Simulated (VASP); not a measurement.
Runs of VASP 6.6.1 on KNbO3. It takes space group P4mm (No. 99, tetragonal). The conventional cell has a = 3.996 Å, b = 3.996 Å, c = 4.063 Å, α = 90.00°, β = 90.00°, γ = 90.00°. Within 3.7 Å of K (site symmetry 4mm) lie 12 O at 2.79 to 2.91 Å and 8 Nb at 3.44 to 3.52 Å. Within 2.5 Å of Nb (site symmetry 4mm) lie 6 O at 1.85 to 2.21 Å. O (site symmetry 4mm) has 2 Nb at 1.85 to 2.21 Å within 2.5 Å. Within 3.0 Å of O (site symmetry 2mm) lie 2 Nb at 2.00 Å and 4 K at 2.79 to 2.91 Å and 8 O at 2.83 to 2.86 Å. 

| level | U | gap on the mesh (eV) | pressure (GPa) | largest force (eV/Å) |
| --- | --- | --- | --- | --- |
| revpbe exchange, lyp correlation+U | Nb d U = 6.0 eV | (a) | (b) | 1.56 |
| revpbe exchange, lyp correlation+U | Nb d U = 2.0 eV | (c) | 12.3 | 0.65 |
| revpbe exchange, lyp correlation | - | 1.99 | 10.9 | 0.22 |
| revpbe exchange, lyp correlation+U | Nb d U = 4.0 eV | 2.49 | 13.8 | 1.10 |

Alike in all rows: task single point; potentials or basis VASP PAW PBE potentials, release 64 (K_sv, Nb_sv, O); no spin polarisation; cell as given; k mesh 3 × 3 × 3; cutoff (eV) 600; smearing gaussian 0.01 eV.

Problem. Estimate the missing entries.

Solution. (a) 2.76; (b) 15.2; (c) 2.24.

Caveats: all runs use coarse meshes; the PAW data sets were made with another functional, which shifts forces and pressure a little.

A k mesh can miss the band edges, and the runs leave out spin-orbit coupling on Nb.
